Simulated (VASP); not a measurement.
Input of a VASP 6.6.1 run:

Contents of INCAR:

```
SYSTEM = Mo3Ru
PREC = Accurate ; ENCUT = 520
EDIFF = 1E-6 ; ISMEAR = 0
SIGMA = 0.1 ; LREAL = .FALSE.
LASPH = .TRUE. ; NELM = 150
ALGO = Fast ; ISIF = 2
LWAVE = .FALSE. ; LCHARG = .TRUE.
ISPIN = 2 ; MAGMOM = 1 1 1 1
LORBIT = 11 ; LMAXMIX = 4
GGA = PE ; LELF = .TRUE.
LVHAR = .TRUE. ; NBANDS = 40
```

File KPOINTS:

```
Automatic mesh
0
G
  6 6 6
  0 0 0
```

POSCAR

```
Mo3Ru
1.0
    0.0000000000      3.1334805666      3.1334805666
    3.1334805666      0.0000000000      3.1334805666
    3.1334805666      3.1334805666      0.0000000000
Mo Ru
3 1
Direct
    0.7500000000      0.7500000000      0.7500000000
    0.5000000000      0.5000000000      0.5000000000
    0.2500000000      0.2500000000      0.2500000000
    0.0000000000      0.0000000000      0.0000000000
```

Potentials or basis: VASP PAW PBE potentials, release 64 (Mo_sv, Ru_pv).

Command:

```bash
$ cat potpaw_PBE.64/Mo_sv/POTCAR potpaw_PBE.64/Ru_pv/POTCAR > POTCAR
$ mpirun -np 1 vasp_std > vasp.out
```

(1) What does it give for the net moment?

(2) What does it give for the band gap on the k mesh?

(3) Predict the pressure.

## Answers

(1) 0.00 μB per cell.

(2) zero (filled and empty bands overlap).

(3) 0.3 GPa.
